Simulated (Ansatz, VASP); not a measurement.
# Two plane-wave programs on BaTiO3

```
CELL_PARAMETERS angstrom
3.98538 0.00000 0.00000
0.00000 3.98538 0.00000
0.00000 0.00000 4.20188
ATOMIC_POSITIONS crystal
Ba 0.00000 0.00000 0.98937
Ti 0.50000 0.50000 0.47208
O 0.50000 0.50000 0.04085
O 0.50000 0.00000 0.52035
O 0.00000 0.50000 0.52035
```

Alike in both runs: functional PBE; k mesh 6 × 6 × 6; no spin polarisation.

Ansatz relaxed the structure, and its values are those at the end. VASP's run is a single point on that final structure, the one shown.

|  | VASP | Ansatz |
| --- | --- | --- |
| version | VASP 6.6.1 | Ansatz 0.2.0 |
| potentials or method | VASP PAW PBE potentials, release 64 (Ba_sv, Ti_sv, O_h) | plane waves, PAW |
| plane-wave cutoff (eV) | 910 | 420 |
| occupations | gaussian, width 0.01 eV | fixed |
| valence electrons in the cell | 40 | 40 |

VASP gave:

* gap on the k mesh at the Fermi level (eV): 1.79
* rms of the force components (eV/Å): 0.021

**Question.** Which values does Ansatz return?

**Answer.** gap on the k mesh at the Fermi level (eV): 1.84; rms of the force components (eV/Å): 0.000.

Spin-orbit coupling is off throughout. Noted on VASP's run: the cutoff is short for stress, so the pressure is rough.
